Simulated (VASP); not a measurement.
A run of VASP 6.6.1 is set up as follows.

File INCAR:

```
PREC = Accurate ; ENCUT = 520
EDIFF = 1E-6 ; ISMEAR = 0
SIGMA = 0.01 ; LREAL = False
LASPH = True ; NELM = 100
ALGO = Normal ; ISIF = 2
LWAVE = False ; LCHARG = True
GGA = PE ; LELF = True
LVHAR = True ; NBANDS = 24
```

The input KPOINTS:

```
regular mesh
0
Gamma
  6 6 4
```

Contents of POSCAR:

```
KBr
1.0
    5.6181215190      0.0000000000      0.0000000000
   -2.8090607595      4.8654359570      0.0000000000
    0.0000000000      0.0000000000      6.5535957913
K Br
2 2
Direct
    0.3333333333      0.6666666667      0.2500000000
    0.6666666667      0.3333333333      0.7500000000
    0.6666666667      0.3333333333      0.2500000000
    0.3333333333      0.6666666667      0.7500000000
```

Potentials or basis: VASP PAW PBE potentials, release 64 (K_sv, Br).

Run with:

```console
$ cat potpaw_PBE.64/K_sv/POTCAR potpaw_PBE.64/Br/POTCAR > POTCAR
$ mpirun -np 1 vasp_std > vasp.out
```

**Question.** What does it give for the pressure?

**Answer.** 0.4 GPa.

**Question.** What does it give for the band gap on the k mesh?

**Answer.** 4.19 eV, direct.

Stress tensor (GPa, compression positive):
```
0.37 0.00 0.00
0.00 0.37 0.00
0.00 0.00 0.52
```

A k mesh can miss the band edges. PBE gaps usually lie below the measured ones, often by a third to a half.
